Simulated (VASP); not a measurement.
# Sb (P6/mmm) in VASP: further runs

Sb is run at these levels: PBE; tasks: single point, relaxation of shape and atoms at fixed volume.

All numbers are computed with VASP 6.6.1; they aren't measurements. Logs are shortened: lines on timing, memory, paths and dates and some standing lists are left out, and cuts for length are marked.

## (1) The cell of the first run

Symmetry: P6/mmm, No. 191, hexagonal system. The conventional cell has a = 3.169 Å, b = 3.169 Å, c = 3.018 Å, α = 90.00°, β = 90.00°, γ = 120.00°. Sb (site symmetry 6/mmm) has 8 Sb at 3.02 to 3.17 Å within 4.0 Å.

## (2) Single point, PBE (volume scaled by 0.9)

INCAR reads:

```
ALGO = Normal
EDIFF = 1E-6
ENCUT = 520
GGA = PE
ISIF = 2
ISMEAR = -1
LASPH = T
LCHARG = F
LREAL = F
LWAVE = F
NBANDS = 8
NELM = 100
PREC = Accurate
SIGMA = 0.05
```

KPOINTS reads:

```
k-points
0
Gamma
  13 13 12
```

POSCAR reads:

```
Sb
1.0
    3.1688885968      0.0000000000      0.0000000000
   -1.5844442984      2.7443380266      0.0000000000
    0.0000000000      0.0000000000      3.0176227212
Sb
1
Direct
    0.0000000000      0.0000000000      0.0000000000
```

Potentials or basis: VASP PAW PBE potentials, release 64 (Sb).

The run is started by

```
> cat potpaw_PBE.64/Sb/POTCAR > POTCAR
> mpirun -np 1 vasp_std > vasp.out
```

OUTCAR:

```text
EDIFF = 1E-6
   ENCUT = 520
   GGA = PE
   ISIF = 2
   ISMEAR = -1
   LASPH = T
   LREAL = F
   NELM = 100
   PREC = Accurate

 ion  position               nearest neighbor table
   1  0.000  0.000  0.000-

  LATTYP: Found a hexagonal cell.
 ALAT       =     3.1688885968
 C/A-ratio  =     0.9522653224

  Lattice vectors:

 A1 = (   3.1688885968,   0.0000000000,   0.0000000000)
 A2 = (  -1.5844442984,   2.7443380266,   0.0000000000)
 A3 = (   0.0000000000,   0.0000000000,   3.0176227212)

Analysis of symmetry for initial positions (statically):
=====================================================================
 Subroutine PRICEL returns:
 Original cell was already a primitive cell.

 Routine SETGRP: Setting up the symmetry group for a
 hexagonal supercell.

 Subroutine GETGRP returns: Found 24 space group operations
 (whereof 24 operations were pure point group operations)
 out of a pool of 24 trial point group operations.

The static configuration has the point symmetry D_6h.

Analysis of symmetry for dynamics (positions and initial velocities):
=====================================================================
 Subroutine PRICEL returns:
 Original cell was already a primitive cell.

 Routine SETGRP: Setting up the symmetry group for a
 hexagonal supercell.

 Subroutine GETGRP returns: Found 24 space group operations
 (whereof 24 operations were pure point group operations)
 out of a pool of 24 trial point group operations.

The dynamic configuration has the point symmetry D_6h.

 Subroutine INISYM returns: Found 24 space group operations
 (whereof 24 operations are pure point group operations),
 and found     1 'primitive' translations

----------------------------------------------------------------------------------------

                                     Primitive cell

  volume of cell :      26.2428

  direct lattice vectors                    reciprocal lattice vectors
     3.168888597  0.000000000  0.000000000     0.315568052  0.182193299  0.000000000
    -1.584444298  2.744338027  0.000000000     0.000000000  0.364386599  0.000000000
     0.000000000  0.000000000  3.017622721     0.000000000  0.000000000  0.331386688

  length of vectors
     3.168888597  3.168888597  3.017622721     0.364386599  0.364386599  0.331386688

  position of ions in fractional coordinates (direct lattice)
     0.000000000  0.000000000  0.000000000

  ion indices of the primitive-cell ions
   primitive index   ion index
                 1           1

----------------------------------------------------------------------------------------

 KPOINTS: k-points

Automatic generation of k-mesh.
 Grid dimensions read from file:
 generate k-points for:   13   13   12

 Generating k-lattice:

  Cartesian coordinates                     Fractional coordinates (reciprocal lattice)
     0.024274466  0.014014869  0.000000000     0.076923077 -0.000000000  0.000000000
     0.000000000  0.028029738  0.000000000     0.000000000  0.076923077  0.000000000
     0.000000000  0.000000000  0.027615557     0.000000000  0.000000000  0.083333333

  Length of vectors
     0.028029738  0.028029738  0.027615557

  Shift w.r.t. Gamma in fractional coordinates (k-lattice)
     0.000000000  0.000000000  0.000000000

 Subroutine IBZKPT returns following result:
 ===========================================

 Found    147 irreducible k-points:

 Following reciprocal coordinates:
            Coordinates               Weight
  0.000000  0.000000  0.000000      1.000000
  0.076923 -0.000000  0.000000      6.000000
  0.153846 -0.000000  0.000000      6.000000
  0.230769 -0.000000  0.000000      6.000000
  0.307692 -0.000000  0.000000      6.000000
  0.384615  0.000000  0.000000      6.000000
[... 16 lines left out ...]
  0.076923 -0.000000  0.083333     12.000000
  0.153846 -0.000000  0.083333     12.000000
 [... further k-points ...]
   k-points           NKPTS =    147   k-points in BZ     NKDIM =    147   number of bands    NBANDS=      8
   number of dos      NEDOS =    301   number of ions     NIONS =      1
   total plane-waves  NPLWV =  13824
   dimension x,y,z NGX =    24 NGY =   24 NGZ =   24
   dimension x,y,z NGXF=    48 NGYF=   48 NGZF=   48
   ions per type =               1
   NGX,Y,Z   is equivalent  to a cutoff of  12.59, 12.59, 13.22 a.u.
   NGXF,Y,Z  is equivalent  to a cutoff of  25.18, 25.18, 26.44 a.u.
 SYSTEM =  unknown system
   PREC   = accura    normal or accurate (medium, high low for compatibility)
   ISTART =      0    job   : 0-new  1-cont  2-samecut
   ICHARG =      2    charge: 1-file 2-atom 10-const
   ISPIN  =      1    spin polarized calculation?
   LNONCOLLINEAR =      F non collinear calculations
   LSORBIT =      F    spin-orbit coupling
   LASPH  =      T    aspherical Exc in radial PAW
   ENCUT  =  520.0 eV  38.22 Ry    6.18 a.u.   5.89  5.89  5.61*2*pi/ulx,y,z
   NELM   =    100;   NELMIN=  2; NELMDL= -5     # of ELM steps
   EDIFF  = 0.1E-05   stopping-criterion for ELM
   LREAL  =      F    real-space projection
   EDIFFG = 0.1E-04   stopping-criterion for IOM
   NSW    =      0    number of steps for IOM
   IBRION =     -1    ionic relax: 0-MD 1-quasi-New 2-CG
   NFREE  =      0    steps in history (QN), initial steepest desc. (CG)
   ISIF   =      2    stress and relaxation
   ISYM   =      2    0-nonsym 1-usesym 2-fastsym
   POTIM  = 0.5000    time-step for ionic-motion
   TEBEG  =    0.0;   TEEND  =   0.0 temperature during run
   PSTRESS=    0.0 pullay stress
   NELECT =       5.0000    total number of electrons
   NUPDOWN=      -1.0000    fix difference up-down
   EMIN   =  10.00;   EMAX   =-10.00  energy-range for DOS
   EFERMI =   0.00;   METHOD = LEGACY
   ISMEAR =    -1;   SIGMA  =   0.05  broadening in eV -4-tet -1-fermi 0-gaus
   EFERMI_NEDOS =   21; number of points for ismear=-14 and -15
   IALGO  =     38    algorithm
   IMIX   =      4    mixing-type and parameters
     AMIX     =   0.40;   BMIX     =  1.00
     AMIX_MAG =   1.60;   BMIX_MAG =  1.00
  volume/ion in A,a.u.               =      26.24       177.09
  Fermi-wavevector in a.u.,A,eV,Ry     =   0.942023  1.780166 12.073918  0.887408
  Thomas-Fermi vector in A             =   2.069592
   LORBIT       =      0    0 simple, 1 ext, 2 COOP (PROOUT), +10 PAW based schemes
   GGA     = PE    functional components
   LHFCALC =     F    Hartree Fock is set to
   AEXX    =    0.0000 exact exchange contribution
   IVDW    =     0    specifies the selected vdW correction
   LEPSILON=     F    determine dielectric tensor
   LRPA    =     F    only Hartree local field effects (RPA)
 non-spin polarized calculation
  energy-cutoff  :      520.00
  volume of cell :       26.24
 maximum number of plane-waves:       719
 NGX is ok and might be reduce to    24
   NGX = 11   NGY = 11   NGZ = 11

 number of electron       5.0000000 magnetization

 Free energy of the ion-electron system (eV)
  ---------------------------------------------------
  ext. energy  EPLUGINS =         0.00000000
  ---------------------------------------------------
  free energy    TOTEN  =        -3.93441405 eV

  energy without entropy =       -3.93019199  energy(sigma->0) =       -3.93230302

 E-fermi :   8.8337     XC(G=0): -10.2563

 val. band max:        8.8102838553   @ k =   0.2308   0.1538   0.0000
 cond. band min:       8.8732587150   @ k =   0.2308   0.0769   0.3333
 fundamental gap:      0.0629748597
 Fermi energy:         8.8336836864

 k-point     1 :       0.0000    0.0000    0.0000
  band No.  band energies     occupation
      1      -4.4543      2.00000
      2      12.0972      0.00000
      3      13.9307      0.00000
      4      13.9307      0.00000
      5      15.7644      0.00000
      6      19.1048      0.00000
      7      19.1048      0.00000
      8      19.3947      0.00000

 k-point     2 :       0.0769   -0.0000    0.0000
  band No.  band energies     occupation
      1      -4.3363      2.00000
      2      12.2179      0.00000
      3      12.7686      0.00000
      4      13.5745      0.00000
      5      15.9812      0.00000
      6      17.7717      0.00000
      7      19.6039      0.00000
      8      20.1975      0.00000

 k-point     3 :       0.1538   -0.0000    0.0000
  band No.  band energies     occupation
      1      -3.9836      2.00000
      2      10.5952      0.00000
      3      12.5733      0.00000
      4      12.7966      0.00000
      5      16.0962      0.00000
      6      16.9310      0.00000
      7      20.8074      0.00000
      8      21.6712      0.00000

 k-point     4 :       0.2308   -0.0000    0.0000
  band No.  band energies     occupation
      1      -3.4022      2.00000
      2       8.2967      1.99996
      3      11.9661      0.00000
      4      13.1398      0.00000
      5      15.6046      0.00000
      6      17.0902      0.00000
      7      22.3339      0.00000
      8      23.2844      0.00000

 k-point     5 :       0.3077   -0.0000    0.0000
  band No.  band energies     occupation
      1      -2.6095      2.00000
      2       6.1290      2.00000
      3      11.2603      0.00000
      4      13.8659      0.00000
      5      15.0608      0.00000
      6      17.6988      0.00000
      7      22.8544      0.00000
      8      23.6024      0.00000
[... 177 lines left out ...]
 k-point    22 :       0.0000    0.0000    0.0833
  band No.  band energies     occupation
      1      -4.3451      2.00000
      2      10.7530      0.00000
      3      14.0458      0.00000
      4      14.0458      0.00000
      5      17.0366      0.00000
      6      19.1833      0.00000
      7      19.1833      0.00000
      8      19.4883      0.00000

 k-point    23 :       0.0769   -0.0000    0.0833
  band No.  band energies     occupation
      1      -4.2270      2.00000
      2      10.8608      0.00000
      3      12.9124      0.00000
      4      13.6880      0.00000
      5      17.2482      0.00000
      6      17.9269      0.00000
      7      19.6833      0.00000
      8      20.3816      0.00000

 k-point    24 :       0.1538   -0.0000    0.0833
  band No.  band energies     occupation
      1      -3.8744      2.00000
      2      10.6247      0.00000
      3      11.3215      0.00000
      4      12.9078      0.00000
      5      16.5970      0.00000
      6      17.9220      0.00000
      7      20.8869      0.00000
      8      21.7111      0.00000

 [... further k-points ...]
[... 5 lines left out ...]
  --------------------------------------------------------------------------------------
  -------------------------------------------------------------------------------------
  Total        1.2466071      1.2466071      1.2524113      0.0000000     -0.0000000      0.0000000
  in kB       76.1080600     76.1080600     76.4624190      0.0000000     -0.0000000      0.0000000
  external PRESSURE =      76.2261797 kB  Pullay stress =       0.0000000 kB

 VOLUME and BASIS-vectors are now :
 -----------------------------------------------------------------------------
  energy-cutoff  :      520.00
  volume of cell :       26.24
      direct lattice vectors                 reciprocal lattice vectors
     3.168888597  0.000000000  0.000000000     0.315568052  0.182193299  0.000000000
    -1.584444298  2.744338027  0.000000000     0.000000000  0.364386599  0.000000000
     0.000000000  0.000000000  3.017622721     0.000000000  0.000000000  0.331386688

 POSITION                                       TOTAL-FORCE (eV/Angst)
 -----------------------------------------------------------------------------------
      0.00000      0.00000      0.00000        -0.000000      0.000000      0.000000
 -----------------------------------------------------------------------------------
    total drift:                               -0.000000      0.000000      0.000000

  FREE ENERGIE OF THE ION-ELECTRON SYSTEM (eV)
  ---------------------------------------------------
  free  energy   TOTEN  =        -3.9344140461 eV

  energy  without entropy=       -3.9301919919  energy(sigma->0) =       -3.93230302
```

Run time: 27 s. Hardware: 1 thread of Intel Xeon 8259CL, shared host; peak memory 0.16 GiB.

Results:

```
Free energy : -3.9344 eV
Pressure    : 7.6 GPa
```

Levels at points of the mesh, in eV from the Fermi level:
| k point | band 1 | band 2 | band 3 | band 4 | band 5 | band 6 | band 7 |
| --- | --- | --- | --- | --- | --- | --- | --- |
| (0.00, 0.00, 0.00) | -13.29 | 3.26 | 5.10 | 5.10 | 6.93 | 10.27 | 10.27 |
| (0.00, 0.00, 0.50) | -10.58 | -6.37 | 7.45 | 7.45 | 11.83 | 12.29 | 12.29 |

Caveat: spin-orbit coupling is left out, which moves the levels of the heavy elements.

(Continued in part 2 of 2.)
